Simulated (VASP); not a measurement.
Here is a VASP 6.6.1 calculation.

The input INCAR:

```
SYSTEM = EuS
PREC = Accurate
ENCUT = 600
EDIFF = 1E-6
ISMEAR = -1
SIGMA = 0.08
LREAL = .False.
LASPH = .True.
NELM = 200
ALGO = Normal
ISIF = 2
LWAVE = .False.
LCHARG = .False.
ISPIN = 2
MAGMOM = 7 0
LORBIT = 11
LMAXMIX = 6
GGA = PS
NBANDS = 22
GGA_COMPAT = .False.
```

The input KPOINTS:

```
regular mesh
0
Gamma
  10 10 10
  0 0 0
```

Contents of POSCAR:

```
EuS
1.0
    0.0000000000      2.9242242605      2.9242242605
    2.9242242605      0.0000000000      2.9242242605
    2.9242242605      2.9242242605      0.0000000000
Eu S
1 1
Direct
    0.0000000000      0.0000000000      0.0000000000
    0.5000000000      0.5000000000      0.5000000000
```

Potentials or basis: VASP PAW PBE potentials, release 64 (Eu, S).

Launch:

```bash
$ cat potpaw_PBE.64/Eu/POTCAR potpaw_PBE.64/S/POTCAR > POTCAR
$ mpirun -np 1 vasp_std > vasp.out
```

Question: What does it give for the net moment?

Answer: 6.93 μB per cell.

Question: Estimate the pressure.

Answer: -3.6 GPa.

Caveat: the cell stands under tension; the PAW data sets were made with another functional, which shifts forces and pressure a little; a cell with one magnetic atom can't hold antiferromagnetic order, which such compounds often take. The state reached can hang on the start; a lower one may exist.
